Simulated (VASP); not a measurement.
# HfN (F-43m) in VASP: further runs

The runs below take HfN through single point, with PBEsol+D3(BJ).

Everything below comes from runs of VASP 6.6.1. Logs are shortened: lines on timing, memory, paths and dates and some standing lists are left out, and cuts for length are marked.

## Step 1: The cell of the first run

Symmetry: F-43m, No. 216, cubic system. The conventional cell has a = 4.828 Å, b = 4.828 Å, c = 4.828 Å, α = 90.00°, β = 90.00°, γ = 90.00°. Within 2.8 Å of Hf (site symmetry -43m) lie 4 N at 2.09 Å. Within 2.8 Å of N (site symmetry -43m) lie 4 Hf at 2.09 Å.

## Step 2: Single point, PBEsol+D3(BJ)

INCAR reads:

```
PREC     = Accurate       # precision mode
ENCUT    = 520            # plane-wave cutoff, eV
EDIFF    = 1E-6           # SCF threshold, eV
ISMEAR   = -1             # smearing method
SIGMA    = 0.05           # smearing width, eV
LREAL    = F              # projectors in reciprocal space
LASPH    = T              # aspherical terms in the spheres
NELM     = 100            # most SCF steps
ALGO     = Normal         # electronic algorithm
ISIF     = 2              # what is computed and relaxed
LWAVE    = F              # write WAVECAR
LCHARG   = F              # write CHGCAR
GGA      = PS             # functional
IVDW     = 12             # dispersion correction
NBANDS   = 14             # bands
```

KPOINTS reads:

```
regular mesh
0
Gamma
  10 10 10
```

POSCAR reads:

```
HfN
1.0
    0.0000000000      2.4141071030      2.4141071030
    2.4141071030      0.0000000000      2.4141071030
    2.4141071030      2.4141071030      0.0000000000
Hf N
1 1
Direct
    0.0000000000      0.0000000000      0.0000000000
    0.7500000000      0.7500000000      0.7500000000
```

Potentials or basis: VASP PAW PBE potentials, release 64 (Hf_pv, N).

Launch:

```sh
$ cat potpaw_PBE.64/Hf_pv/POTCAR potpaw_PBE.64/N/POTCAR > POTCAR
$ mpirun -np 1 vasp_std > vasp.out
```

OUTCAR:

```text
PREC = Accurate
   ENCUT = 520
   EDIFF = 1E-6
   ISMEAR = -1
   LREAL = F
   LASPH = T
   NELM = 100
   ISIF = 2
   GGA = PS
   IVDW = 12
 IVDW          = 12

 ion  position               nearest neighbor table
   1  0.000  0.000  0.000-   2 2.09   2 2.09   2 2.09   2 2.09
   2  0.750  0.750  0.750-   1 2.09   1 2.09   1 2.09   1 2.09

  LATTYP: Found a face centered cubic cell.
 ALAT       =     4.8282142060

  Lattice vectors:

 A1 = (   0.0000000000,   2.4141071030,   2.4141071030)
 A2 = (   2.4141071030,   0.0000000000,   2.4141071030)
 A3 = (   2.4141071030,   2.4141071030,   0.0000000000)

Analysis of symmetry for initial positions (statically):
=====================================================================
 Subroutine PRICEL returns:
 Original cell was already a primitive cell.

 Routine SETGRP: Setting up the symmetry group for a
 face centered cubic supercell.

 Subroutine GETGRP returns: Found 24 space group operations
 (whereof 24 operations were pure point group operations)
 out of a pool of 48 trial point group operations.

The static configuration has the point symmetry T_d .

Analysis of symmetry for dynamics (positions and initial velocities):
=====================================================================
 Subroutine PRICEL returns:
 Original cell was already a primitive cell.

 Routine SETGRP: Setting up the symmetry group for a
 face centered cubic supercell.

 Subroutine GETGRP returns: Found 24 space group operations
 (whereof 24 operations were pure point group operations)
 out of a pool of 48 trial point group operations.

The dynamic configuration has the point symmetry T_d .

 Subroutine INISYM returns: Found 24 space group operations
 (whereof 24 operations are pure point group operations),
 and found     1 'primitive' translations

----------------------------------------------------------------------------------------

                                     Primitive cell

  volume of cell :      28.1384

  direct lattice vectors                    reciprocal lattice vectors
     0.000000000  2.414107103  2.414107103    -0.207115914  0.207115914  0.207115914
     2.414107103  0.000000000  2.414107103     0.207115914 -0.207115914  0.207115914
     2.414107103  2.414107103  0.000000000     0.207115914  0.207115914 -0.207115914

  length of vectors
     3.414063006  3.414063006  3.414063006     0.358735287  0.358735287  0.358735287

  position of ions in fractional coordinates (direct lattice)
     0.000000000  0.000000000  0.000000000
     0.750000000  0.750000000  0.750000000

  ion indices of the primitive-cell ions
   primitive index   ion index
                 1           1
                 2           2

----------------------------------------------------------------------------------------

 KPOINTS: regular mesh

Automatic generation of k-mesh.
 Grid dimensions read from file:
 generate k-points for:   10   10   10

 Generating k-lattice:

  Cartesian coordinates                     Fractional coordinates (reciprocal lattice)
    -0.020711591  0.020711591  0.020711591     0.100000000  0.000000000  0.000000000
     0.020711591 -0.020711591  0.020711591     0.000000000  0.100000000  0.000000000
     0.020711591  0.020711591 -0.020711591     0.000000000  0.000000000  0.100000000

  Length of vectors
     0.035873529  0.035873529  0.035873529

  Shift w.r.t. Gamma in fractional coordinates (k-lattice)
     0.000000000  0.000000000  0.000000000

 Subroutine IBZKPT returns following result:
 ===========================================

 Found     47 irreducible k-points:

 Following reciprocal coordinates:
            Coordinates               Weight
  0.000000  0.000000  0.000000      1.000000
  0.100000  0.000000  0.000000      8.000000
  0.200000  0.000000  0.000000      8.000000
  0.300000  0.000000  0.000000      8.000000
  0.400000  0.000000  0.000000      8.000000
  0.500000  0.000000  0.000000      4.000000
[... 16 lines left out ...]
  0.300000  0.300000  0.000000      6.000000
  0.400000  0.300000  0.000000     24.000000
 [... further k-points ...]
   k-points           NKPTS =     47   k-points in BZ     NKDIM =     47   number of bands    NBANDS=     14
   number of dos      NEDOS =    301   number of ions     NIONS =      2
   total plane-waves  NPLWV =  21952
   dimension x,y,z NGX =    28 NGY =   28 NGZ =   28
   dimension x,y,z NGXF=    56 NGYF=   56 NGZF=   56
   ions per type =               1   1
   NGX,Y,Z   is equivalent  to a cutoff of  13.63, 13.63, 13.63 a.u.
   NGXF,Y,Z  is equivalent  to a cutoff of  27.27, 27.27, 27.27 a.u.
 SYSTEM =  unknown system
   PREC   = accura    normal or accurate (medium, high low for compatibility)
   ISTART =      0    job   : 0-new  1-cont  2-samecut
   ICHARG =      2    charge: 1-file 2-atom 10-const
   ISPIN  =      1    spin polarized calculation?
   LNONCOLLINEAR =      F non collinear calculations
   LSORBIT =      F    spin-orbit coupling
   LASPH  =      T    aspherical Exc in radial PAW
   ENCUT  =  520.0 eV  38.22 Ry    6.18 a.u.   6.35  6.35  6.35*2*pi/ulx,y,z
   NELM   =    100;   NELMIN=  2; NELMDL= -5     # of ELM steps
   EDIFF  = 0.1E-05   stopping-criterion for ELM
   LREAL  =      F    real-space projection
   EDIFFG = 0.1E-04   stopping-criterion for IOM
   NSW    =      0    number of steps for IOM
   IBRION =     -1    ionic relax: 0-MD 1-quasi-New 2-CG
   NFREE  =      0    steps in history (QN), initial steepest desc. (CG)
   ISIF   =      2    stress and relaxation
   ISYM   =      2    0-nonsym 1-usesym 2-fastsym
   POTIM  = 0.5000    time-step for ionic-motion
   TEBEG  =    0.0;   TEEND  =   0.0 temperature during run
   PSTRESS=    0.0 pullay stress
   NELECT =      15.0000    total number of electrons
   NUPDOWN=      -1.0000    fix difference up-down
   EMIN   =  10.00;   EMAX   =-10.00  energy-range for DOS
   EFERMI =   0.00;   METHOD = LEGACY
   ISMEAR =    -1;   SIGMA  =   0.05  broadening in eV -4-tet -1-fermi 0-gaus
   EFERMI_NEDOS =   21; number of points for ismear=-14 and -15
   IALGO  =     38    algorithm
   IMIX   =      4    mixing-type and parameters
     AMIX     =   0.40;   BMIX     =  1.00
     AMIX_MAG =   1.60;   BMIX_MAG =  1.00
  volume/ion in A,a.u.               =      14.07        94.94
  Fermi-wavevector in a.u.,A,eV,Ry     =   1.327411  2.508443 23.973734  1.762020
  Thomas-Fermi vector in A             =   2.456725
   LORBIT       =      0    0 simple, 1 ext, 2 COOP (PROOUT), +10 PAW based schemes
   GGA     = PS    functional components
   LHFCALC =     F    Hartree Fock is set to
   AEXX    =    0.0000 exact exchange contribution
   IVDW    =    12    specifies the selected vdW correction
   LEPSILON=     F    determine dielectric tensor
   LRPA    =     F    only Hartree local field effects (RPA)
 non-spin polarized calculation
  energy-cutoff  :      520.00
  volume of cell :       28.14
 maximum number of plane-waves:       769
 NGX is ok and might be reduce to    28
   NGX = 13   NGY = 13   NGZ = 13

 number of electron      15.0000002 magnetization

 Free energy of the ion-electron system (eV)
  ---------------------------------------------------
  ext. energy  EPLUGINS =         0.00000000
  ---------------------------------------------------
  free energy    TOTEN  =       -22.26467654 eV

  energy without entropy =      -22.26014412  energy(sigma->0) =      -22.26241033

 E-fermi :   5.9656     XC(G=0): -11.6380

 val. band max:        5.9285478347   @ k =   0.3000   0.2000   0.0000
 cond. band min:       6.0341423811   @ k =   0.4000   0.2000   0.0000
 fundamental gap:      0.1055945464
 Fermi energy:         5.9655550900

 k-point     1 :       0.0000    0.0000    0.0000
  band No.  band energies     occupation
      1     -24.8859      2.00000
      2     -24.8859      2.00000
      3     -24.8859      2.00000
      4     -10.3649      2.00000
      5       0.3016      2.00000
      6       0.3016      2.00000
      7       0.3016      2.00000
      8       5.3808      1.99998
      9       8.3139      0.00000
     10       8.3139      0.00000
     11      12.9052      0.00000
     12      12.9052      0.00000
     13      12.9052      0.00000
     14      18.5345      0.00000

 k-point     2 :       0.1000    0.0000    0.0000
  band No.  band energies     occupation
      1     -24.9449      2.00000
      2     -24.8933      2.00000
      3     -24.8933      2.00000
      4     -10.2314      2.00000
      5       0.0898      2.00000
      6       0.3797      2.00000
      7       0.3797      2.00000
      8       5.9225      1.40595
      9       8.1363      0.00000
     10       8.1363      0.00000
     11      12.6304      0.00000
     12      13.1733      0.00000
     13      13.1733      0.00000
     14      18.1741      0.00000

 k-point     3 :       0.2000    0.0000    0.0000
  band No.  band energies     occupation
      1     -25.0953      2.00000
      2     -24.9126      2.00000
      3     -24.9126      2.00000
      4      -9.8966      2.00000
      5      -0.2236      2.00000
      6       0.5705      2.00000
      7       0.5705      2.00000
      8       7.0758      0.00000
      9       7.8918      0.00000
     10       7.8918      0.00000
     11      12.1122      0.00000
     12      13.4760      0.00000
     13      13.4760      0.00000
     14      15.8882      0.00000
[... 324 lines left out ...]
 k-point    23 :       0.3000    0.3000    0.0000
  band No.  band energies     occupation
      1     -25.2755      2.00000
      2     -25.0142      2.00000
      3     -25.0142      2.00000
      4      -9.2260      2.00000
      5      -1.0509      2.00000
      6       1.4773      2.00000
      7       1.4773      2.00000
      8       5.2635      2.00000
      9       9.2679      0.00000
     10       9.4749      0.00000
     11      12.3354      0.00000
     12      12.3354      0.00000
     13      12.8243      0.00000
     14      18.1665      0.00000

 k-point    24 :       0.4000    0.3000    0.0000
  band No.  band energies     occupation
      1     -25.3537      2.00000
      2     -25.0541      2.00000
      3     -25.0364      2.00000
      4      -9.0023      2.00000
      5      -1.0105      2.00000
      6       1.6679      2.00000
      7       1.7400      2.00000
      8       5.1629      2.00000
      9       8.8795      0.00000
     10       9.6943      0.00000
     11      11.7873      0.00000
     12      12.2284      0.00000
     13      13.3666      0.00000
     14      17.4765      0.00000

 [... further k-points ...]

------------------------ aborting loop because EDIFF is reached ----------------------------------------

 Edisp (eV)   -0.63407

 E8    (eV) :    -0.4448

  FORCE on cell =-STRESS in cart. coord.  units (eV):
  Direction    XX          YY          ZZ          XY          YZ          ZX
  --------------------------------------------------------------------------------------
  -------------------------------------------------------------------------------------
  Total       0.12255     0.12255     0.12255     0.00000    -0.00000     0.00000
  in kB       6.97786     6.97786     6.97786     0.00000    -0.00000     0.00000
  external pressure =        6.98 kB  Pullay stress =        0.00 kB

 VOLUME and BASIS-vectors are now :
 -----------------------------------------------------------------------------
  energy-cutoff  :      520.00
  volume of cell :       28.14
      direct lattice vectors                 reciprocal lattice vectors
     0.000000000  2.414107103  2.414107103    -0.207115914  0.207115914  0.207115914
     2.414107103  0.000000000  2.414107103     0.207115914 -0.207115914  0.207115914
     2.414107103  2.414107103  0.000000000     0.207115914  0.207115914 -0.207115914

 POSITION                                       TOTAL-FORCE (eV/Angst)
 -----------------------------------------------------------------------------------
      0.00000      0.00000      0.00000         0.000000     -0.000000      0.000000
      3.62116      3.62116      3.62116        -0.000000      0.000000     -0.000000
 -----------------------------------------------------------------------------------
    total drift:                                0.000000      0.000000      0.000000

  FREE ENERGIE OF THE ION-ELECTRON SYSTEM (eV)
  ---------------------------------------------------
  free  energy   TOTEN  =       -22.8987416422 eV

  energy  without entropy=      -22.8942092205  energy(sigma->0) =      -22.89647543
```

Wall time 13 s (1 thread of AMD EPYC 9R14 (Zen 4), shared host); peak memory 0.14 GiB.

Results:

* Free energy: -22.8987 eV
* Pressure: 0.7 GPa
* Dispersion energy per atom: -0.317 eV

Levels at points of the mesh, in eV from the Fermi level:
```tsv
k point	band 5	band 6	band 7	band 8	band 9	band 10
(0.00, 0.00, 0.00)	-5.66	-5.66	-5.66	-0.58	2.35	2.35
(0.50, 0.00, 0.00)	-5.80	-5.03	-5.03	1.66	2.89	2.89
(0.50, 0.50, 0.00)	-7.18	-3.62	-3.62	-1.14	2.32	4.30
```

Caveat: three body term missing; the PAW data sets were made with another functional, which shifts forces and pressure a little; spin-orbit coupling is left out, which moves the levels of the heavy elements; pairwise dispersion overbinds metals, which lowers pressure and volume.

## Step 3: Single point, PBEsol+D3(BJ)

This run uses another cell than the first one, of 13.88 Å³/atom, 0.987 times its volume.

INCAR reads:

```
ALGO = Normal
EDIFF = 1E-6
ENCUT = 520
GGA = PS
ISIF = 2
ISMEAR = -1
IVDW = 12
LASPH = T
LCHARG = F
LREAL = F
LWAVE = F
NBANDS = 14
NELM = 100
PREC = Accurate
SIGMA = 0.05
```

KPOINTS reads:

```
k-points
0
Gamma
  10 10 10
```

POSCAR reads:

```
HfN
1.0
    0.0000000000      2.4032162957      2.4032162957
    2.4032162957      0.0000000000      2.4032162957
    2.4032162957      2.4032162957      0.0000000000
Hf N
1 1
Direct
    0.0000000000      0.0000000000      0.0000000000
    0.7500000000      0.7500000000      0.7500000000
```

Potentials or basis: VASP PAW PBE potentials, release 64 (Hf_pv, N).

Launch:

```sh
$ cat potpaw_PBE.64/Hf_pv/POTCAR potpaw_PBE.64/N/POTCAR > POTCAR
$ mpirun -np 1 vasp_std > vasp.out
```

OUTCAR:

```text
EDIFF = 1E-6
   ENCUT = 520
   GGA = PS
   ISIF = 2
   ISMEAR = -1
   IVDW = 12
   LASPH = T
   LREAL = F
   NELM = 100
   PREC = Accurate
 IVDW          = 12

 ion  position               nearest neighbor table
   1  0.000  0.000  0.000-   2 2.08   2 2.08   2 2.08   2 2.08
   2  0.750  0.750  0.750-   1 2.08   1 2.08   1 2.08   1 2.08

  LATTYP: Found a face centered cubic cell.
 ALAT       =     4.8064325914

  Lattice vectors:

 A1 = (   0.0000000000,   2.4032162957,   2.4032162957)
 A2 = (   2.4032162957,   0.0000000000,   2.4032162957)
 A3 = (   2.4032162957,   2.4032162957,   0.0000000000)

Analysis of symmetry for initial positions (statically):
=====================================================================
 Subroutine PRICEL returns:
 Original cell was already a primitive cell.

 Routine SETGRP: Setting up the symmetry group for a
 face centered cubic supercell.

 Subroutine GETGRP returns: Found 24 space group operations
 (whereof 24 operations were pure point group operations)
 out of a pool of 48 trial point group operations.

The static configuration has the point symmetry T_d .

Analysis of symmetry for dynamics (positions and initial velocities):
[... 174 lines left out ...]
      7       0.3435      2.00000
      8       5.5217      1.99997
      9       8.4544      0.00000
     10       8.4544      0.00000
     11      13.1018      0.00000
     12      13.1018      0.00000
     13      13.1018      0.00000
     14      18.7080      0.00000
[... 377 lines left out ...]
      1     -25.2231      2.00000
      2     -24.9063      2.00000
      3     -24.8875      2.00000
      4      -8.9254      2.00000
      5      -0.9756      2.00000
      6       1.7460      2.00000
      7       1.8184      2.00000
      8       5.2579      2.00000
      9       9.0314      0.00000
     10       9.8630      0.00000
     11      11.9928      0.00000
     12      12.4434      0.00000
     13      13.6241      0.00000
     14      17.7015      0.00000

 [... further k-points ...]

------------------------ aborting loop because EDIFF is reached ----------------------------------------

 Edisp (eV)   -0.64280

 E8    (eV) :    -0.4509

  FORCE on cell =-STRESS in cart. coord.  units (eV):
  Direction    XX          YY          ZZ          XY          YZ          ZX
  --------------------------------------------------------------------------------------
  -------------------------------------------------------------------------------------
  Total       0.64558     0.64558     0.64558     0.00000     0.00000    -0.00000
  in kB      37.26074    37.26074    37.26074     0.00000     0.00000    -0.00000
  external pressure =       37.26 kB  Pullay stress =        0.00 kB

 VOLUME and BASIS-vectors are now :
 -----------------------------------------------------------------------------
  energy-cutoff  :      520.00
  volume of cell :       27.76
      direct lattice vectors                 reciprocal lattice vectors
     0.000000000  2.403216296  2.403216296    -0.208054515  0.208054515  0.208054515
     2.403216296  0.000000000  2.403216296     0.208054515 -0.208054515  0.208054515
     2.403216296  2.403216296  0.000000000     0.208054515  0.208054515 -0.208054515

 POSITION                                       TOTAL-FORCE (eV/Angst)
 -----------------------------------------------------------------------------------
      0.00000      0.00000      0.00000         0.000000      0.000000      0.000000
      3.60482      3.60482      3.60482        -0.000000     -0.000000     -0.000000
 -----------------------------------------------------------------------------------
    total drift:                                0.000000      0.000000      0.000000

  FREE ENERGIE OF THE ION-ELECTRON SYSTEM (eV)
  ---------------------------------------------------
  free  energy   TOTEN  =       -22.8933194355 eV

  energy  without entropy=      -22.8888856728  energy(sigma->0) =      -22.89110255
```

stdout:

```text
POSCAR found type information on POSCAR HfN
 POSCAR found :  2 types and       2 ions
 scaLAPACK will be used
 -----------------------------------------------------------------------------
|                                                                             |
|                                                                             |
|     You enforced a specific xc type in the INCAR file but a different       |
|     I HOPE YOU KNOW WHAT YOU ARE DOING!                                     |
|                                                                             |
 -----------------------------------------------------------------------------

 LDA part: xc-table for (Slater+PW92), standard interpolation
 POSCAR, INCAR and KPOINTS ok, starting setup
 FFT: planning ... GRIDC
 FFT: planning ... GRID_SOFT
 FFT: planning ... GRID
 WAVECAR not read
 entering main loop
```

Run time: 14 s. Hardware: 1 thread of AMD EPYC 9R14 (Zen 4), shared host; peak memory 0.15 GiB.

Results:

```yaml
Free_energy: -22.8933 eV
Pressure: 3.7 GPa
Dispersion_energy_per_atom: -0.321 eV
```

Caveat: three body term missing; the PAW data sets were made with another functional, which shifts forces and pressure a little; spin-orbit coupling is left out, which moves the levels of the heavy elements; pairwise dispersion overbinds metals, which lowers pressure and volume.

(Continued in part 2 of 2.)
